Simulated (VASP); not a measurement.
A run of VASP 6.6.1 is set up as follows.

The input POSCAR:

```
WSe2
1.0
    3.5132254224      0.0000000000      0.0000000000
   -1.7566127112      3.0425424650      0.0000000000
    0.0000000000      0.0000000000     16.0589636580
W Se
1 2
Direct
    0.0000000000      0.0000000000      0.0000000000
    0.3333333333      0.6666666667      0.0994448935
    0.3333333333      0.6666666667      0.9005551065
```

Contents of INCAR.step1:

```
ALGO     = Normal         # electronic algorithm
EDIFF    = 1E-4           # SCF threshold, eV
ENCUT    = 520            # plane-wave cutoff, eV
GGA      = PE             # functional
ISMEAR   = 0              # smearing method
LASPH    = True           # aspherical terms in the spheres
LCHARG   = False          # write CHGCAR
LREAL    = False          # projectors in reciprocal space
LWAVE    = True           # write WAVECAR
NBANDS   = 20             # bands
NELM     = 80             # most SCF steps
PREC     = Accurate       # precision mode
SIGMA    = 0.02           # smearing width, eV
```

INCAR.step2

```
ALGO     = Normal         # electronic algorithm
EDIFF    = 1E-6           # SCF threshold, eV
ENCUT    = 520            # plane-wave cutoff, eV
ISIF     = 2              # what is computed and relaxed
ISMEAR   = 0              # smearing method
ISTART   = 1            
LASPH    = True           # aspherical terms in the spheres
LCHARG   = True           # write CHGCAR
LELF     = True           # ELF
LMIXTAU  = True         
LREAL    = False          # projectors in reciprocal space
LVHAR    = True         
LWAVE    = False          # write WAVECAR
METAGGA  = R2SCAN         # meta-GGA
NBANDS   = 20             # bands
NELM     = 80             # most SCF steps
PREC     = Accurate       # precision mode
SIGMA    = 0.02           # smearing width, eV
```

Contents of KPOINTS:

```
k-points
0
Gamma
  12 12 2
```

Potentials or basis: VASP PAW PBE potentials, release 64 (W_sv, Se).

Launch:

```console
$ cat potpaw_PBE.64/W_sv/POTCAR potpaw_PBE.64/Se/POTCAR > POTCAR
$ cp INCAR.step1 INCAR
$ mpirun -np 1 vasp_std > vasp.out
$ cp INCAR.step2 INCAR
$ mpirun -np 1 vasp_std > vasp.out
```

(1) What does it give for the band gap on the k mesh?

(2) What does it give for the largest force?

## Answers

(1) 0.68 eV, indirect (least direct gap 1.06 eV).

(2) 0.037 eV/Å.

Caveat: the cell differs from its parent crystal (biaxial strain in the a-b plane: +6.0 %); the PAW data sets were made with another functional, which shifts forces and pressure a little; spin-orbit coupling is left out, which moves the levels of the heavy elements.
